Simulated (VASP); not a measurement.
Set up this calculation in VASP 6.6.1, as the native input.

| Item | Value |
| --- | --- |
| Task | single point |
| Functional | PBE |
| Potentials or basis | VASP PAW PBE potentials, release 64 (C) |
| Cutoff | 520 eV |
| k mesh | 11 × 11 × 6 |
| Occupations | gaussian, width 0.02 eV |
| Spin | no spin polarisation |
| Dipole correction | no |
| Further INCAR settings | ALGO = Normal; EDIFF = 1e-07; NBANDS = 11 |

The structure of C lies in POSCAR:

```
C
1.0
    2.0935963307      0.0000000000      0.0000000000
   -1.0467981653      1.8131076077      0.0000000000
    0.0000000000      0.0000000000      3.6652120994
C
2
Direct
    0.3333333333      0.6666666667      0.2500000000
    0.6666666667      0.3333333333      0.7500000000
```

These files were run (other wordings do the same):

INCAR

```
SYSTEM = C
PREC = Accurate
ENCUT = 520
EDIFF = 1E-7
ISMEAR = 0
SIGMA = 0.02
LREAL = .FALSE.
LASPH = .TRUE.
NELM = 80
ALGO = Normal
ISIF = 2
LWAVE = .FALSE.
LCHARG = .TRUE.
GGA = PE
LELF = .TRUE.
LVHAR = .TRUE.
NBANDS = 11
```

KPOINTS

```
Automatic mesh
0
G
  11 11 6
  0 0 0
```

Potentials or basis: VASP PAW PBE potentials, release 64 (C).

Run with:

```console
$ cat potpaw_PBE.64/C/POTCAR > POTCAR
$ mpirun -np 1 vasp_std > vasp.out
```

It gave:

```
Pressure               : 0.1 GPa
Band gap on the k mesh : zero (band 4 reaches 15.48 eV, above the bottom of band 5 at 4.45 eV)
```

It took 9.5 s on 1 thread of Intel(R) Xeon(R) Platinum 8375C CPU @ 2.90GHz (Ice Lake), with other jobs on the host, peak memory 0.12 GiB.
